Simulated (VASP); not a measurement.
# AgCl (Fm-3m) in VASP: a series of runs

Aim: see how the results for AgCl move with the level of theory and the settings. Levels: LDA, PBEsol, PBE. Tasks: single point.

All numbers are computed with VASP 6.6.1; they aren't measurements. Logs are shortened: lines on timing, memory, paths and dates and some standing lists are left out, and cuts for length are marked.

### 1 The cell of the first run

Symmetry: Fm-3m, No. 225, cubic system. The conventional cell has a = 5.354 Å, b = 5.354 Å, c = 5.354 Å, α = 90.00°, β = 90.00°, γ = 90.00°. Within 3.5 Å of Ag (site symmetry m-3m) lie 6 Cl at 2.68 Å. Within 3.5 Å of Cl (site symmetry m-3m) lie 6 Ag at 2.68 Å.

### 2 Single point, LDA

File INCAR:

```
SYSTEM = AgCl
ALGO = Normal
EDIFF = 1E-6
ENCUT = 520
GGA = CA
ISIF = 2
ISMEAR = -1
LASPH = .True.
LCHARG = .False.
LREAL = .False.
LWAVE = .False.
NBANDS = 16
NELM = 60
PREC = Accurate
SIGMA = 0.02
```

File KPOINTS:

```
k-points
0
Gamma
  8 8 8
  0 0 0
```

File POSCAR:

```
AgCl
1.0
    0.0000000000      2.6771173109      2.6771173109
    2.6771173109      0.0000000000      2.6771173109
    2.6771173109      2.6771173109      0.0000000000
Ag Cl
1 1
Direct
    0.0000000000      0.0000000000      0.0000000000
    0.5000000000      0.5000000000      0.5000000000
```

Potentials or basis: VASP PAW LDA potentials, release 64 (Ag, Cl).

On the command line:

```
$ cat potpaw_LDA.64/Ag/POTCAR potpaw_LDA.64/Cl/POTCAR > POTCAR
$ mpirun -np 1 vasp_std > vasp.out
```

OUTCAR:

```text
SYSTEM = AgCl
   EDIFF = 1E-6
   ENCUT = 520
   GGA = CA
   ISIF = 2
   ISMEAR = -1
   LASPH = .True.
   LREAL = .False.
   NELM = 60
   PREC = Accurate

 ion  position               nearest neighbor table
   1  0.000  0.000  0.000-   2 2.68   2 2.68   2 2.68   2 2.68   2 2.68   2 2.68
   2  0.500  0.500  0.500-   1 2.68   1 2.68   1 2.68   1 2.68   1 2.68   1 2.68

  LATTYP: Found a face centered cubic cell.
 ALAT       =     5.3542346218

  Lattice vectors:

 A1 = (   0.0000000000,   2.6771173109,   2.6771173109)
 A2 = (   2.6771173109,   0.0000000000,   2.6771173109)
 A3 = (   2.6771173109,   2.6771173109,   0.0000000000)

Analysis of symmetry for initial positions (statically):
=====================================================================
 Subroutine PRICEL returns:
 Original cell was already a primitive cell.

 Routine SETGRP: Setting up the symmetry group for a
 face centered cubic supercell.

 Subroutine GETGRP returns: Found 48 space group operations
 (whereof 48 operations were pure point group operations)
 out of a pool of 48 trial point group operations.

The static configuration has the point symmetry O_h .

Analysis of symmetry for dynamics (positions and initial velocities):
=====================================================================
 Subroutine PRICEL returns:
 Original cell was already a primitive cell.

 Routine SETGRP: Setting up the symmetry group for a
 face centered cubic supercell.

 Subroutine GETGRP returns: Found 48 space group operations
 (whereof 48 operations were pure point group operations)
 out of a pool of 48 trial point group operations.

The dynamic configuration has the point symmetry O_h .

 Subroutine INISYM returns: Found 48 space group operations
 (whereof 48 operations are pure point group operations),
 and found     1 'primitive' translations

----------------------------------------------------------------------------------------

                                     Primitive cell

  volume of cell :      38.3736

  direct lattice vectors                    reciprocal lattice vectors
     0.000000000  2.677117311  2.677117311    -0.186768058  0.186768058  0.186768058
     2.677117311  0.000000000  2.677117311     0.186768058 -0.186768058  0.186768058
     2.677117311  2.677117311  0.000000000     0.186768058  0.186768058 -0.186768058

  length of vectors
     3.786015609  3.786015609  3.786015609     0.323491765  0.323491765  0.323491765

  position of ions in fractional coordinates (direct lattice)
     0.000000000  0.000000000  0.000000000
[... 73 lines left out ...]
   LNONCOLLINEAR =      F non collinear calculations
   LSORBIT =      F    spin-orbit coupling
   LASPH  =      T    aspherical Exc in radial PAW
   ENCUT  =  520.0 eV  38.22 Ry    6.18 a.u.   7.04  7.04  7.04*2*pi/ulx,y,z
   NELM   =     60;   NELMIN=  2; NELMDL= -5     # of ELM steps
   EDIFF  = 0.1E-05   stopping-criterion for ELM
   LREAL  =      F    real-space projection
   EDIFFG = 0.1E-04   stopping-criterion for IOM
   NSW    =      0    number of steps for IOM
   IBRION =     -1    ionic relax: 0-MD 1-quasi-New 2-CG
   NFREE  =      0    steps in history (QN), initial steepest desc. (CG)
   ISIF   =      2    stress and relaxation
   ISYM   =      2    0-nonsym 1-usesym 2-fastsym
   POTIM  = 0.5000    time-step for ionic-motion
   TEBEG  =    0.0;   TEEND  =   0.0 temperature during run
   PSTRESS=    0.0 pullay stress
   NELECT =      18.0000    total number of electrons
   NUPDOWN=      -1.0000    fix difference up-down
   EMIN   =  10.00;   EMAX   =-10.00  energy-range for DOS
   EFERMI =   0.00;   METHOD = LEGACY
   ISMEAR =    -1;   SIGMA  =   0.02  broadening in eV -4-tet -1-fermi 0-gaus
   EFERMI_NEDOS =   21; number of points for ismear=-14 and -15
   IALGO  =     38    algorithm
   IMIX   =      4    mixing-type and parameters
     AMIX     =   0.40;   BMIX     =  1.00
     AMIX_MAG =   1.60;   BMIX_MAG =  1.00
  volume/ion in A,a.u.               =      19.19       129.48
  Fermi-wavevector in a.u.,A,eV,Ry     =   1.272003  2.403738 22.014126  1.617993
  Thomas-Fermi vector in A             =   2.404906
   LORBIT       =      0    0 simple, 1 ext, 2 COOP (PROOUT), +10 PAW based schemes
   GGA     = CA    functional components
   LHFCALC =     F    Hartree Fock is set to
   AEXX    =    0.0000 exact exchange contribution
   IVDW    =     0    specifies the selected vdW correction
   LEPSILON=     F    determine dielectric tensor
   LRPA    =     F    only Hartree local field effects (RPA)
 non-spin polarized calculation
  energy-cutoff  :      520.00
  volume of cell :       38.37
 maximum number of plane-waves:      1056
   NGX = 15   NGY = 15   NGZ = 15

 number of electron      18.0000004 magnetization

 Free energy of the ion-electron system (eV)
  ---------------------------------------------------
  ext. energy  EPLUGINS =         0.00000000
  ---------------------------------------------------
  free energy    TOTEN  =        -6.79299650 eV

  energy without entropy =       -6.79299650  energy(sigma->0) =       -6.79299650

 E-fermi :   5.3665     XC(G=0): -10.9798

 val. band max:        5.0157661337   @ k =   0.5000   0.0000   0.0000
 cond. band min:       5.6708720029   @ k =   0.0000   0.0000   0.0000
 fundamental gap:      0.6551058692
 Fermi energy:         5.3664709632

 k-point     1 :       0.0000    0.0000    0.0000
  band No.  band energies     occupation
      1     -10.7952      2.00000
      2       2.0076      2.00000
      3       2.0076      2.00000
      4       2.0076      2.00000
      5       2.0545      2.00000
      6       2.0545      2.00000
[... 433 lines left out ...]
      3       0.1200      2.00000
      4       0.1968      2.00000
      5       2.4148      2.00000
      6       2.4990      2.00000
[... 8 lines left out ...]
     15      18.6650      0.00000
     16      20.2069      0.00000

 [... further k-points ...]
[... 5 lines left out ...]
  --------------------------------------------------------------------------------------
  -------------------------------------------------------------------------------------
  Total        0.0078883      0.0078883      0.0078883      0.0000000      0.0000000     -0.0000000
  in kB        0.3293550      0.3293550      0.3293550      0.0000000      0.0000000     -0.0000000
  external PRESSURE =       0.3293550 kB  Pullay stress =       0.0000000 kB

 VOLUME and BASIS-vectors are now :
 -----------------------------------------------------------------------------
  energy-cutoff  :      520.00
  volume of cell :       38.37
      direct lattice vectors                 reciprocal lattice vectors
     0.000000000  2.677117311  2.677117311    -0.186768058  0.186768058  0.186768058
     2.677117311  0.000000000  2.677117311     0.186768058 -0.186768058  0.186768058
     2.677117311  2.677117311  0.000000000     0.186768058  0.186768058 -0.186768058

 POSITION                                       TOTAL-FORCE (eV/Angst)
 -----------------------------------------------------------------------------------
      0.00000      0.00000      0.00000        -0.000000     -0.000000     -0.000000
      2.67712      2.67712      2.67712         0.000000      0.000000      0.000000
 -----------------------------------------------------------------------------------
    total drift:                                0.000000      0.000000      0.000000

  FREE ENERGIE OF THE ION-ELECTRON SYSTEM (eV)
  ---------------------------------------------------
  free  energy   TOTEN  =        -6.7929965037 eV

  energy  without entropy=       -6.7929965030  energy(sigma->0) =       -6.79299650
```

OSZICAR:

```text
N       E                     dE             d eps       ncg     rms          rms(c)
DAV:   1     0.974098650524E+02    0.97410E+02   -0.86743E+03   944   0.102E+03
DAV:   2    -0.352543633603E+01   -0.10094E+03   -0.92546E+02  1128   0.221E+02
DAV:   3    -0.692649982282E+01   -0.34011E+01   -0.33921E+01  1168   0.434E+01
DAV:   4    -0.694851589024E+01   -0.22016E-01   -0.22015E-01  1144   0.374E+00
DAV:   5    -0.694878101442E+01   -0.26512E-03   -0.26512E-03  1200   0.402E-01    0.854E+00
DAV:   6    -0.680223813675E+01    0.14654E+00   -0.23607E-01  1192   0.677E+00    0.557E+00
DAV:   7    -0.679534830314E+01    0.68898E-02   -0.63346E-02  1120   0.170E+00    0.215E+00
DAV:   8    -0.679308075534E+01    0.22675E-02   -0.32434E-03  1016   0.539E-01    0.273E-01
DAV:   9    -0.679299150677E+01    0.89249E-04   -0.34889E-04  1192   0.216E-01    0.323E-02
DAV:  10    -0.679299570287E+01   -0.41961E-05   -0.11165E-05  1120   0.348E-02    0.128E-02
DAV:  11    -0.679299650371E+01   -0.80084E-06   -0.11602E-06   864   0.958E-03
   1 F= -.67929965E+01 E0= -.67929965E+01  d E =-.676648E-09
```

stdout:

```text
POSCAR found type information on POSCAR AgCl
 POSCAR found :  2 types and       2 ions
 scaLAPACK will be used
 LDA part: xc-table for (Slater(with rela. corr.)+CA(PZ))
 , standard interpolation
 POSCAR, INCAR and KPOINTS ok, starting setup
 FFT: planning ... GRIDC
 FFT: planning ... GRID_SOFT
 FFT: planning ... GRID
 WAVECAR not read
 entering main loop
```

Wall time 33 s (1 thread of AMD EPYC 7R13, shared host); peak memory 0.12 GiB.

Results:

```
Free energy            : -6.7930 eV
Pressure               : 0.0 GPa
Band gap on the k mesh : 0.66 eV, indirect (least direct gap 3.37 eV)
```

Levels at points of the mesh, in eV from the valence-band top:
| k point | band 6 | band 7 | band 8 | band 9 | band 10 | band 11 | band 12 | band 13 |
| --- | --- | --- | --- | --- | --- | --- | --- | --- |
| (0.00, 0.00, 0.00) | -2.96 | -2.76 | -2.76 | -2.76 | 0.66 | 10.71 | 10.71 | 10.71 |
| (0.50, 0.00, 0.00) | -2.52 | -2.13 | 0.00 | 0.00 | 3.67 | 6.95 | 7.24 | 7.24 |
| (0.50, 0.50, 0.00) | -2.71 | -2.36 | -2.36 | -2.19 | 1.94 | 7.71 | 8.75 | 11.79 |

### 3 Single point, PBEsol

This run uses another cell than the first one, of 20.21 Å³/atom, 1.053 times its volume.

File INCAR:

```
SYSTEM = AgCl
  PREC = Accurate
  ENCUT = 520
  EDIFF = 1E-7
  ISMEAR = -1
  SIGMA = 0.02
  LREAL = .False.
  LASPH = .True.
  NELM = 60
  ALGO = Normal
  ISIF = 2
  LWAVE = .False.
  LCHARG = .True.
  GGA = PS
  LELF = .True.
  LVHAR = .True.
  NBANDS = 16
```

File KPOINTS:

```
regular mesh
0
Gamma
  8 8 8
  0 0 0
```

File POSCAR:

```
AgCl
1.0
    0.0000000000      2.7237802347      2.7237802347
    2.7237802347      0.0000000000      2.7237802347
    2.7237802347      2.7237802347      0.0000000000
Ag Cl
1 1
Direct
    0.0000000000      0.0000000000      0.0000000000
    0.5000000000      0.5000000000      0.5000000000
```

Potentials or basis: VASP PAW PBE potentials, release 64 (Ag, Cl).

On the command line:

```
$ cat potpaw_PBE.64/Ag/POTCAR potpaw_PBE.64/Cl/POTCAR > POTCAR
$ mpirun -np 1 vasp_std > vasp.out
```

Run time: 48 s. Hardware: 1 thread of AMD EPYC 7R13, shared host; peak memory 0.14 GiB.

Results (log left out):

```yaml
Free_energy: -6.0611 eV
Pressure: -0.1 GPa
Band_gap_on_the_k_mesh: 0.72 eV, indirect (least direct gap 3.22 eV)
```

Levels at points of the mesh, in eV from the valence-band top:
| k point | band 7 | band 8 | band 9 | band 10 | band 11 | band 12 |
| --- | --- | --- | --- | --- | --- | --- |
| (0.00, 0.00, 0.00) | -2.56 | -2.56 | -2.56 | 0.72 | 10.73 | 10.73 |
| (0.50, 0.00, 0.00) | -1.94 | 0.00 | 0.00 | 3.88 | 6.74 | 7.42 |
| (0.50, 0.50, 0.00) | -2.14 | -2.14 | -2.02 | 2.14 | 7.78 | 8.64 |

Caveat: the PAW data sets were made with another functional, which shifts forces and pressure a little. A k mesh can miss the band edges.

### 4 Single point, PBE

This run uses another cell than the first one, of 21.33 Å³/atom, 1.112 times its volume.

File INCAR:

```
SYSTEM = AgCl
PREC     = Accurate       ! precision mode
ENCUT    = 520            ! plane-wave cutoff, eV
EDIFF    = 1E-7           ! SCF threshold, eV
ISMEAR   = -1             ! smearing method
SIGMA    = 0.02           ! smearing width, eV
LREAL    = .FALSE.        ! projectors in reciprocal space
LASPH    = .TRUE.         ! aspherical terms in the spheres
NELM     = 60             ! most SCF steps
ALGO     = Normal         ! electronic algorithm
ISIF     = 2              ! what is computed and relaxed
LWAVE    = .FALSE.        ! write WAVECAR
LCHARG   = .FALSE.        ! write CHGCAR
GGA      = PE             ! functional
NBANDS   = 16             ! bands
```

File KPOINTS:

```
regular mesh
0
G
  8 8 8
  0 0 0
```

File POSCAR:

```
AgCl
1.0
    0.0000000000      2.7731930222      2.7731930222
    2.7731930222      0.0000000000      2.7731930222
    2.7731930222      2.7731930222      0.0000000000
Ag Cl
1 1
Direct
    0.0000000000      0.0000000000      0.0000000000
    0.5000000000      0.5000000000      0.5000000000
```

On the command line:

```
$ cat potpaw_PBE.64/Ag/POTCAR potpaw_PBE.64/Cl/POTCAR > POTCAR
$ mpirun -np 1 vasp_std > vasp.out
```

Wall time 45 s (1 thread of AMD EPYC 7R13, shared host); peak memory 0.15 GiB.

It converged, with:

- Free energy: -5.3944 eV
- Pressure: 1.5 GPa
- Band gap on the k mesh: 0.91 eV, indirect (least direct gap 3.18 eV)

Levels at points of the mesh, in eV from the valence-band top:
```tsv
k point	band 6	band 7	band 8	band 9	band 10	band 11	band 12	band 13
(0.00, 0.00, 0.00)	-2.40	-2.32	-2.32	-2.32	0.91	10.85	10.85	10.85
(0.50, 0.00, 0.00)	-2.07	-1.76	0.00	0.00	4.24	6.53	7.67	7.67
(0.50, 0.50, 0.00)	-2.21	-1.95	-1.95	-1.87	2.38	8.03	8.63	11.51
```

A k mesh can miss the band edges.

### 5 Single point, LDA

This run uses another cell than the first one, of 21.33 Å³/atom, 1.112 times its volume.

File INCAR:

```
  ALGO = Normal
  EDIFF = 1E-6
  ENCUT = 520
  ISIF = 2
  ISMEAR = 0
  LASPH = T
  LCHARG = T
  LELF = T
  LREAL = F
  LVHAR = T
  LWAVE = F
  NBANDS = 16
  NELM = 60
  PREC = Accurate
  SIGMA = 0.01
```

File KPOINTS:

```
k-points
0
Gamma
  8 8 8
```

POSCAR is that of step 4.

Potentials or basis: VASP PAW LDA potentials, release 64 (Ag, Cl).

On the command line:

```
$ cat potpaw_LDA.64/Ag/POTCAR potpaw_LDA.64/Cl/POTCAR > POTCAR
$ mpirun -np 1 vasp_std > vasp.out
```

It took 40 s on 1 thread of AMD EPYC 7R13, shared host; peak memory 0.13 GiB.

Results (log left out):

```yaml
Free_energy: -6.7120 eV
Pressure: -5.6 GPa
Band_gap_on_the_k_mesh: 0.64 eV, indirect (least direct gap 2.95 eV)
```

Levels at points of the mesh, in eV from the valence-band top:
| k point | band 6 | band 7 | band 8 | band 9 | band 10 | band 11 | band 12 | band 13 |
| --- | --- | --- | --- | --- | --- | --- | --- | --- |
| (0.00, 0.00, 0.00) | -2.48 | -2.30 | -2.30 | -2.30 | 0.64 | 10.74 | 10.74 | 10.74 |
| (0.50, 0.00, 0.00) | -2.14 | -1.82 | 0.00 | 0.00 | 3.97 | 6.34 | 7.45 | 7.45 |
| (0.50, 0.50, 0.00) | -2.29 | -2.02 | -2.02 | -1.94 | 2.12 | 7.85 | 8.38 | 11.22 |

A k mesh can miss the band edges. LDA gaps usually lie below the measured ones, often by a third to a half.

### 6 Summary

| level | potentials or basis | cell | smearing | gap on the mesh (eV) | pressure (GPa) |
| --- | --- | --- | --- | --- | --- |
| LDA | VASP PAW LDA potentials, release 64 (Ag, Cl) | a = 3.786 Å, angles 60.0°, 2 atoms | fermi-dirac 0.02 eV | 0.66 | 0.0 |
| PBEsol | VASP PAW PBE potentials, release 64 (Ag, Cl) | a = 3.852 Å, angles 60.0°, 2 atoms | fermi-dirac 0.02 eV | 0.72 | -0.1 |
| PBE | VASP PAW PBE potentials, release 64 (Ag, Cl) | a = 3.922 Å, angles 60.0°, 2 atoms | fermi-dirac 0.02 eV | 0.91 | 1.5 |
| LDA | VASP PAW LDA potentials, release 64 (Ag, Cl) | a = 3.922 Å, angles 60.0°, 2 atoms | gaussian 0.01 eV | 0.64 | -5.6 |

Alike in all rows: task single point; no spin polarisation; k mesh 8 × 8 × 8; cutoff (eV) 520.

Caveats: the PAW data sets were made with another functional, which shifts forces and pressure a little (some runs).

Absolute energies hang on the potentials; compare differences alone.
